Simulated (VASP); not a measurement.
A run of VASP 6.6.1 is set up as follows.

The input INCAR:

```
SYSTEM = TePb
PREC     = Accurate       ! precision mode
ENCUT    = 520            ! plane-wave cutoff, eV
EDIFF    = 1E-6           ! SCF threshold, eV
ISMEAR   = 0              ! smearing method
SIGMA    = 0.01           ! smearing width, eV
LREAL    = .False.        ! projectors in reciprocal space
LASPH    = .True.         ! aspherical terms in the spheres
NELM     = 80             ! most SCF steps
ALGO     = Normal         ! electronic algorithm
ISIF     = 2              ! what is computed and relaxed
LWAVE    = .False.        ! write WAVECAR
LCHARG   = .True.         ! write CHGCAR
GGA      = PS             ! functional
LELF     = .True.         ! ELF
LVHAR    = .True.       
NBANDS   = 17             ! bands
```

The input KPOINTS:

```
Automatic mesh
0
Gamma
  8 8 8
  0 0 0
```

File POSCAR:

```
TePb
1.0
    0.0000000000      3.0967088584      3.0967088584
    3.0967088584      0.0000000000      3.0967088584
    3.0967088584      3.0967088584      0.0000000000
Te Pb
1 1
Direct
    0.5000000000      0.5000000000      0.5000000000
    0.0000000000      0.0000000000      0.0000000000
```

Potentials or basis: VASP PAW PBE potentials, release 64 (Te, Pb_d).

Run with:

```bash
$ cat potpaw_PBE.64/Te/POTCAR potpaw_PBE.64/Pb_d/POTCAR > POTCAR
$ mpirun -np 1 vasp_std > vasp.out
```

(1) What does it give for the pressure?

(2) Predict the band gap on the k mesh.

## Answers

(1) 6.9 GPa.

(2) 0.35 eV.

Caveat: the cell stands under pressure; the PAW data sets were made with another functional, which shifts forces and pressure a little; spin-orbit coupling is left out, which moves the levels of the heavy elements.
